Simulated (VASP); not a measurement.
# AlN (Pna2_1) in VASP: further runs

Runs on AlN. Level: PBE. Tasks: single point.

Program: VASP 6.6.1. These are calculated values, not measurements. Logs are shortened: lines on timing, memory, paths and dates and some standing lists are left out, and cuts for length are marked.

### Step 1. The cell of the first run

Symmetry: Pna2_1, No. 33, orthorhombic system. The conventional cell has a = 5.739 Å, b = 3.313 Å, c = 4.188 Å, α = 90.00°, β = 90.00°, γ = 90.00°. Within 2.4 Å of Al (site symmetry 1) lie 5 N at 1.81 to 2.38 Å. N (site symmetry 1) has 5 Al at 1.81 to 2.38 Å within 2.4 Å.

### Step 2. Single point, PBE (mode 4 frozen in at -0.147 Å and mode 5 at -0.186 Å (largest displacements))

File INCAR:

```
SYSTEM = AlN
PREC = Accurate ; ENCUT = 520
EDIFF = 1E-6 ; ISMEAR = 0
SIGMA = 0.05 ; LREAL = .FALSE.
LASPH = .TRUE. ; NELM = 60
ALGO = Normal ; ISIF = 2
LWAVE = .FALSE. ; LCHARG = .FALSE.
GGA = PE ; NBANDS = 26
```

File KPOINTS:

```
regular mesh
0
G
  8 6 4
  0 0 0
```

File POSCAR:

```
AlN
1.0
   -3.3134793387      0.0000000000      0.0000000000
    0.0000000000      0.0000000000     -4.1875902400
    0.0000000000     -5.7391145645      0.0000000000
Al N
4 4
Direct
    0.5444246017      0.2269417053      0.1666666667
   -0.0444246017      0.2269417053      0.6666666667
    0.0444246017      0.7269417053      0.3333333333
    0.4555753983      0.7269417053      0.8333333333
    0.5428032807      0.7944169533      0.1666666667
   -0.0428032807      0.7944169533      0.6666666667
    0.0428032807      0.2944169533      0.3333333333
    0.4571967193      0.2944169533      0.8333333333
```

Potentials or basis: VASP PAW PBE potentials, release 64 (Al, N).

Command:

```
cat potpaw_PBE.64/Al/POTCAR potpaw_PBE.64/N/POTCAR > POTCAR
mpirun -np 1 vasp_std > vasp.out
```

OUTCAR:

```text
SYSTEM = AlN
   PREC = Accurate
   ENCUT = 520
   EDIFF = 1E-6
   ISMEAR = 0
   LREAL = .FALSE.
   LASPH = .TRUE.
   NELM = 60
   ISIF = 2
   GGA = PE

 ion  position               nearest neighbor table
   1  0.544  0.227  0.167-   5 1.81   7 1.93   7 1.94   8 1.96   5 2.38   3 2.84   3 2.84   3 2.84
                             3 2.84   4 2.85   4 2.85   2 3.18   2 3.18
   2  0.956  0.227  0.667-   6 1.81   8 1.93   8 1.94   7 1.96   6 2.38   4 2.84   4 2.84   4 2.84
                             4 2.84   3 2.85   3 2.85   1 3.18   1 3.18
   3  0.044  0.727  0.333-   7 1.81   5 1.93   5 1.94   6 1.96   7 2.38   1 2.84   1 2.84   1 2.84
                             1 2.84   2 2.85   2 2.85   4 3.18   4 3.18
   4  0.456  0.727  0.833-   8 1.81   6 1.93   6 1.94   5 1.96   8 2.38   2 2.84   2 2.84   2 2.84
                             2 2.84   1 2.85   1 2.85   3 3.18   3 3.18
   5  0.543  0.794  0.167-   1 1.81   3 1.93   3 1.94   4 1.96   1 2.38
   6  0.957  0.794  0.667-   2 1.81   4 1.93   4 1.94   3 1.96   2 2.38
   7  0.043  0.294  0.333-   3 1.81   1 1.93   1 1.94   2 1.96   3 2.38
   8  0.457  0.294  0.833-   4 1.81   2 1.93   2 1.94   1 1.96   4 2.38

  LATTYP: Found a simple orthorhombic cell.
 ALAT       =     3.3134793387
 B/A-ratio  =     1.2638045426
 C/A-ratio  =     1.7320508076

  Lattice vectors:

 A1 = (  -3.3134793387,   0.0000000000,   0.0000000000)
 A2 = (   0.0000000000,   0.0000000000,  -4.1875902400)
 A3 = (   0.0000000000,  -5.7391145645,   0.0000000000)

Analysis of symmetry for initial positions (statically):
=====================================================================
 Subroutine PRICEL returns:
 Original cell was already a primitive cell.

 Routine SETGRP: Setting up the symmetry group for a
 simple orthorhombic supercell.

 Subroutine GETGRP returns: Found  4 space group operations
 (whereof  1 operations were pure point group operations)
 out of a pool of  8 trial point group operations.

The static configuration has the point symmetry C_1 .
 The point group associated with its full space group is C_2v.

Analysis of symmetry for dynamics (positions and initial velocities):
=====================================================================
 Subroutine PRICEL returns:
 Original cell was already a primitive cell.

 Routine SETGRP: Setting up the symmetry group for a
 simple orthorhombic supercell.

 Subroutine GETGRP returns: Found  4 space group operations
 (whereof  1 operations were pure point group operations)
 out of a pool of  8 trial point group operations.

The dynamic configuration has the point symmetry C_1 .
 The point group associated with its full space group is C_2v.

 Subroutine INISYM returns: Found  4 space group operations
 (whereof  1 operations are pure point group operations),
 and found     1 'primitive' translations

----------------------------------------------------------------------------------------

                                     Primitive cell

  volume of cell :      79.6330

  direct lattice vectors                    reciprocal lattice vectors
    -3.313479339  0.000000000  0.000000000    -0.301797566  0.000000000  0.000000000
     0.000000000  0.000000000 -4.187590240     0.000000000  0.000000000 -0.238800824
     0.000000000 -5.739114565  0.000000000     0.000000000 -0.174242906  0.000000000

  length of vectors
     3.313479339  4.187590240  5.739114565     0.301797566  0.238800824  0.174242906

  position of ions in fractional coordinates (direct lattice)
     0.544424602  0.226941705  0.166666667
     0.955575398  0.226941705  0.666666667
     0.044424602  0.726941705  0.333333333
     0.455575398  0.726941705  0.833333333
     0.542803281  0.794416953  0.166666667
     0.957196719  0.794416953  0.666666667
     0.042803281  0.294416953  0.333333333
     0.457196719  0.294416953  0.833333333

  ion indices of the primitive-cell ions
   primitive index   ion index
                 1           1
                 2           2
                 3           3
                 4           4
                 5           5
                 6           6
                 7           7
                 8           8

----------------------------------------------------------------------------------------

 KPOINTS: regular mesh

Automatic generation of k-mesh.
 Grid dimensions read from file:
 generate k-points for:    8    6    4

 Generating k-lattice:

  Cartesian coordinates                     Fractional coordinates (reciprocal lattice)
    -0.037724696  0.000000000  0.000000000     0.125000000  0.000000000  0.000000000
     0.000000000  0.000000000 -0.039800137     0.000000000  0.166666667  0.000000000
     0.000000000 -0.043560727  0.000000000     0.000000000  0.000000000  0.250000000

  Length of vectors
     0.037724696  0.039800137  0.043560727

  Shift w.r.t. Gamma in fractional coordinates (k-lattice)
     0.000000000  0.000000000  0.000000000

 Subroutine IBZKPT returns following result:
 ===========================================

 Found     60 irreducible k-points:

 Following reciprocal coordinates:
            Coordinates               Weight
  0.000000  0.000000  0.000000      1.000000
  0.125000  0.000000  0.000000      2.000000
  0.250000  0.000000  0.000000      2.000000
  0.375000  0.000000  0.000000      2.000000
  0.500000  0.000000  0.000000      1.000000
  0.000000  0.166667  0.000000      2.000000
[... 16 lines left out ...]
  0.250000  0.000000  0.250000      4.000000
  0.375000  0.000000  0.250000      4.000000
 [... further k-points ...]
   k-points           NKPTS =     60   k-points in BZ     NKDIM =     60   number of bands    NBANDS=     26
   number of dos      NEDOS =    301   number of ions     NIONS =      8
   total plane-waves  NPLWV =  43008
   dimension x,y,z NGX =    28 NGY =   32 NGZ =   48
   dimension x,y,z NGXF=    56 NGYF=   64 NGZF=   96
   ions per type =               4   4
   NGX,Y,Z   is equivalent  to a cutoff of  14.05, 12.70, 13.90 a.u.
   NGXF,Y,Z  is equivalent  to a cutoff of  28.10, 25.41, 27.81 a.u.
 SYSTEM =  AlN
   PREC   = accura    normal or accurate (medium, high low for compatibility)
   ISTART =      0    job   : 0-new  1-cont  2-samecut
   ICHARG =      2    charge: 1-file 2-atom 10-const
   ISPIN  =      1    spin polarized calculation?
   LNONCOLLINEAR =      F non collinear calculations
   LSORBIT =      F    spin-orbit coupling
   LASPH  =      T    aspherical Exc in radial PAW
   ENCUT  =  520.0 eV  38.22 Ry    6.18 a.u.   6.16  7.79 10.67*2*pi/ulx,y,z
   NELM   =     60;   NELMIN=  2; NELMDL= -5     # of ELM steps
   EDIFF  = 0.1E-05   stopping-criterion for ELM
   LREAL  =      F    real-space projection
   EDIFFG = 0.1E-04   stopping-criterion for IOM
   NSW    =      0    number of steps for IOM
   IBRION =     -1    ionic relax: 0-MD 1-quasi-New 2-CG
   NFREE  =      0    steps in history (QN), initial steepest desc. (CG)
   ISIF   =      2    stress and relaxation
   ISYM   =      2    0-nonsym 1-usesym 2-fastsym
   POTIM  = 0.5000    time-step for ionic-motion
   TEBEG  =    0.0;   TEEND  =   0.0 temperature during run
   PSTRESS=    0.0 pullay stress
   NELECT =      32.0000    total number of electrons
   NUPDOWN=      -1.0000    fix difference up-down
   EMIN   =  10.00;   EMAX   =-10.00  energy-range for DOS
   EFERMI =   0.00;   METHOD = LEGACY
   ISMEAR =     0;   SIGMA  =   0.05  broadening in eV -4-tet -1-fermi 0-gaus
   EFERMI_NEDOS =   21; number of points for ismear=-14 and -15
   IALGO  =     38    algorithm
   IMIX   =      4    mixing-type and parameters
     AMIX     =   0.40;   BMIX     =  1.00
     AMIX_MAG =   1.60;   BMIX_MAG =  1.00
  volume/ion in A,a.u.               =       9.95        67.17
  Fermi-wavevector in a.u.,A,eV,Ry     =   1.208074  2.282930 19.856940  1.459444
  Thomas-Fermi vector in A             =   2.343693
   LORBIT       =      0    0 simple, 1 ext, 2 COOP (PROOUT), +10 PAW based schemes
   GGA     = PE    functional components
   LHFCALC =     F    Hartree Fock is set to
   AEXX    =    0.0000 exact exchange contribution
   IVDW    =     0    specifies the selected vdW correction
   LEPSILON=     F    determine dielectric tensor
   LRPA    =     F    only Hartree local field effects (RPA)
 non-spin polarized calculation
 Gauss-broadening in eV      SIGMA  =   0.05
  energy-cutoff  :      520.00
  volume of cell :       79.63
 maximum number of plane-waves:      2174
 NGX is ok and might be reduce to    28
   NGX = 13   NGY = 15   NGZ = 21

 number of electron      31.9999996 magnetization

 Free energy of the ion-electron system (eV)
  ---------------------------------------------------
  ext. energy  EPLUGINS =         0.00000000
  ---------------------------------------------------
  free energy    TOTEN  =       -57.88073396 eV

  energy without entropy =      -57.88073396  energy(sigma->0) =      -57.88073396

 E-fermi :   7.7168     XC(G=0): -11.1456

 val. band max:        7.5031355911   @ k =   0.0000   0.0000   0.0000
 cond. band min:      11.0126603385   @ k =   0.0000   0.0000   0.0000
 fundamental gap:      3.5095247474
 Fermi energy:         7.7167972456

 k-point     1 :       0.0000    0.0000    0.0000
  band No.  band energies     occupation
      1      -8.8572      2.00000
      2      -7.0427      2.00000
      3      -5.8837      2.00000
      4      -5.3493      2.00000
      5       1.1706      2.00000
      6       1.4146      2.00000
[... 18 lines left out ...]
     25      17.3672      0.00000
     26      19.3189      0.00000

 k-point     2 :       0.1250    0.0000    0.0000
  band No.  band energies     occupation
      1      -8.7249      2.00000
      2      -6.9382      2.00000
      3      -5.9277      2.00000
      4      -5.3429      2.00000
      5       1.3113      2.00000
      6       1.4182      2.00000
[... 18 lines left out ...]
     25      18.1157      0.00000
[... 608 lines left out ...]
     25      17.7442      0.00000
     26      18.1416      0.00000

 k-point    24 :       0.3750    0.0000    0.2500
  band No.  band energies     occupation
      1      -7.6395      2.00000
      2      -6.8305      2.00000
      3      -5.9981      2.00000
      4      -5.5601      2.00000
      5       1.4266      2.00000
      6       1.9429      2.00000
[... 18 lines left out ...]
     25      17.7766      0.00000
     26      18.2551      0.00000

 [... further k-points ...]
[... 5 lines left out ...]
  --------------------------------------------------------------------------------------
  -------------------------------------------------------------------------------------
  Total       -3.0111166     -2.3789223     15.0548547      0.0000000      0.0000000      0.0000000
  in kB      -60.5821677    -47.8627337    302.8961905      0.0000000      0.0000000      0.0000000
  external PRESSURE =      64.8170964 kB  Pullay stress =       0.0000000 kB

 VOLUME and BASIS-vectors are now :
 -----------------------------------------------------------------------------
  energy-cutoff  :      520.00
  volume of cell :       79.63
      direct lattice vectors                 reciprocal lattice vectors
    -3.313479339  0.000000000  0.000000000    -0.301797566  0.000000000  0.000000000
     0.000000000  0.000000000 -4.187590240     0.000000000  0.000000000 -0.238800824
     0.000000000 -5.739114565  0.000000000     0.000000000 -0.174242906  0.000000000

 POSITION                                       TOTAL-FORCE (eV/Angst)
 -----------------------------------------------------------------------------------
     -1.80394     -0.95652     -0.95034         0.460780      0.142906     -1.585151
     -3.16628     -3.82608     -0.95034        -0.460780      0.142906     -1.585151
     -0.14720     -1.91304     -3.04413         0.460780     -0.142906     -1.585151
     -1.50954     -4.78260     -3.04413        -0.460780     -0.142906     -1.585151
     -1.79857     -0.95652     -3.32669         0.277827      0.183856      1.585151
     -3.17165     -3.82608     -3.32669        -0.277827      0.183856      1.585151
     -0.14183     -1.91304     -1.23290         0.277827     -0.183856      1.585151
     -1.51491     -4.78260     -1.23290        -0.277827     -0.183856      1.585151
 -----------------------------------------------------------------------------------
    total drift:                               -0.000000     -0.000001      0.000603

  FREE ENERGIE OF THE ION-ELECTRON SYSTEM (eV)
  ---------------------------------------------------
  free  energy   TOTEN  =       -57.8807339614 eV

  energy  without entropy=      -57.8807339613  energy(sigma->0) =      -57.88073396
```

Run time: 72 s. Hardware: 1 thread of Intel Xeon Platinum 8488C (Sapphire Rapids), shared host; peak memory 0.24 GiB.

What came out:

```yaml
Free_energy: -57.8807 eV
Pressure: 6.5 GPa
Largest_force: 1.657 eV/Å
Band_gap_on_the_k_mesh: 3.51 eV, direct
```

Forces in eV/Å, atoms in the order of the input:
```
Al   0.461  0.143 -1.585
Al  -0.461  0.143 -1.585
Al   0.461 -0.143 -1.585
Al  -0.461 -0.143 -1.585
N    0.278  0.184  1.585
N   -0.278  0.184  1.585
N    0.278 -0.184  1.585
N   -0.278 -0.184  1.585
```

Caveat: the cell differs from its parent crystal (mode 4 frozen in at -0.147 Å and mode 5 at -0.186 Å (largest displacements)); forces of over 1 eV/Å act on the atoms, so gaps and moduli don't describe the material at rest.

(Part 1 of 2 ends here.)
